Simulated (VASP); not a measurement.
Input of a VASP 6.6.1 run:

The input INCAR:

```
ALGO = Normal ; DIPOL = 0.5 0.5 0.500
EDIFF = 1E-6 ; ENCUT = 520
GGA = PE ; IDIPOL = 3
ISIF = 2 ; ISMEAR = 0
LASPH = T ; LCHARG = F
LDIPOL = T ; LREAL = F
LWAVE = F ; NBANDS = 44
NELM = 80 ; PREC = Accurate
SIGMA = 0.1
```

Contents of KPOINTS:

```
k-points
0
Gamma
  12 8 1
```

File POSCAR:

```
TiN
1.0
    3.0028920880      0.0000000000      0.0000000000
    0.0000000000      4.2467307172      0.0000000000
    0.0000000000      0.0000000000     19.5043381320
Ti N
4 4
Direct
    0.5000000000      0.5000000000      0.3845298389
    0.0000000000      0.0000000000      0.4615099463
    0.5000000000      0.5000000000      0.5384900537
    0.0000000000      0.0000000000      0.6154701611
    0.5000000000      0.0000000000      0.3845298389
    0.0000000000      0.5000000000      0.4615099463
    0.5000000000      0.0000000000      0.5384900537
    0.0000000000      0.5000000000      0.6154701611
```

Potentials or basis: VASP PAW PBE potentials, release 64 (Ti_sv, N).

Command:

```console
$ cat potpaw_PBE.64/Ti_sv/POTCAR potpaw_PBE.64/N/POTCAR > POTCAR
$ mpirun -np 1 vasp_std > vasp.out
```

Q: What does it give for the largest force?

A: 1.978 eV/Å.

Q: Predict the band gap on the k mesh.

A: Zero (bands 34 and 35 overlap by 0.52 eV).

Forces in eV/Å, atoms in the order of the input:
```
Ti   0.000  0.000  1.978
Ti   0.000  0.000 -0.913
Ti   0.000  0.000  0.913
Ti   0.000  0.000 -1.978
N    0.000  0.000 -0.002
N    0.000  0.000 -1.097
N    0.000  0.000  1.097
N    0.000  0.000  0.002
```
